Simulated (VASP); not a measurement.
Runs of VASP 6.6.1 on C. The structure is that of space group Fd-3m (No. 227), or close to it. The cells are those of the table. 

```csv
cell,gap on the mesh (eV),pressure (GPa)
"a = 2.453 Å, angles 60.0°, 2 atoms",4.22,38.7
"a = 2.555 Å, angles 60.0°, 2 atoms",3.95,-19.7
"a = 2.488 Å, angles 60.0°, 2 atoms",(b),(c)
"a = 2.588 Å, angles 60.0°, 2 atoms",3.87,(a)
```

Alike in all rows: task single point; level PBEsol; potentials or basis VASP PAW PBE potentials, release 64 (C); no spin polarisation; k mesh 10 × 10 × 10; cutoff (eV) 520; smearing gaussian 0.01 eV.

Task: Fill in the values left out.

Result: (a) -32.9; (b) 4.12; (c) 15.5.

Caveats: the PAW data sets were made with another functional, which shifts forces and pressure a little.

A k mesh can miss the band edges.
